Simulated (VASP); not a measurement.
A run of VASP 6.6.1 is set up as follows.

INCAR

```
SYSTEM = Si5H2C5
ALGO = Normal
EDIFF = 1E-6
ENCUT = 520
GGA = PS
ISIF = 2
ISMEAR = -1
LASPH = .True.
LCHARG = .True.
LELF = .True.
LREAL = Auto
LVHAR = .True.
LWAVE = .False.
NBANDS = 60
NELM = 100
PREC = Accurate
SIGMA = 0.05
```

The input KPOINTS:

```
k-points
0
Gamma
  6 4 1
  0 0 0
```

The input POSCAR:

```
Si5H2C5
1.0
    2.1784270000     -2.1784270000      0.0000000000
    0.0000000000      0.0000000000      4.3568530000
  -20.7630750000    -20.7630750000      0.0000000000
Si C H
10 10 4
Direct
    0.9988450000      0.9978410000      0.6835420000
    0.9988610000      0.9986290000      0.4737920000
    0.9986880000      0.9963210000      0.2645240000
    0.9988300000      0.9987160000      0.5786960000
    0.9988490000      0.9982130000      0.3688940000
    0.4988240000      0.4984040000      0.6311690000
    0.4988620000      0.4986010000      0.4213660000
    0.4989620000      0.4966810000      0.7355370000
    0.4988580000      0.4986690000      0.5262650000
    0.4988270000      0.4975640000      0.3165290000
    0.9987980000      0.2485340000      0.6311620000
    0.9988920000      0.2485670000      0.4213240000
    0.9989690000      0.2544170000      0.7350220000
    0.9988390000      0.2486800000      0.5262480000
    0.9988400000      0.2486660000      0.3164290000
    0.4988200000      0.7486460000      0.5787380000
    0.4988580000      0.7483660000      0.3689060000
    0.4988230000      0.7489520000      0.6836280000
    0.4988490000      0.7486770000      0.4738130000
    0.4986610000      0.7540560000      0.2650450000
    0.9985260000      0.1914220000      0.2220840000
    0.9988810000      0.1096750000      0.7660390000
    0.4990580000      0.6919820000      0.7779550000
    0.4986650000      0.6092330000      0.2340350000
```

Potentials or basis: VASP PAW PBE potentials, release 64 (Si, C, H).

The run is started by

```bash
$ cat potpaw_PBE.64/Si/POTCAR potpaw_PBE.64/C/POTCAR potpaw_PBE.64/H/POTCAR > POTCAR
$ mpirun -np 1 vasp_std > vasp.out
```

**Question.** What does it give for the band gap on the k mesh?

**Answer.** 1.55 eV (least direct gap 1.57 eV).

**Question.** What does it give for the largest force?

**Answer.** 0.033 eV/Å.

Forces on the atoms (eV/Å):
```
Si   0.005  0.004  0.003
Si  -0.004 -0.003  0.000
Si   0.020  0.021  0.003
Si  -0.007 -0.005 -0.005
Si  -0.007 -0.006 -0.009
Si   0.004  0.007 -0.010
Si   0.003  0.002 -0.002
Si  -0.019 -0.019  0.002
Si  -0.001 -0.001 -0.002
Si  -0.003 -0.004  0.004
C    0.007  0.005  0.009
C    0.000  0.004  0.005
C    0.006  0.011  0.001
C    0.011  0.005  0.005
C    0.008  0.007  0.014
C    0.003  0.001  0.005
C   -0.004 -0.001  0.005
C   -0.009 -0.011  0.013
C   -0.004 -0.008  0.003
C   -0.009 -0.010  0.003
H    0.005  0.004  0.000
H   -0.016 -0.016 -0.024
H   -0.006 -0.005 -0.002
H    0.016  0.016 -0.022
```

Caveat: the PAW data sets were made with another functional, which shifts forces and pressure a little.
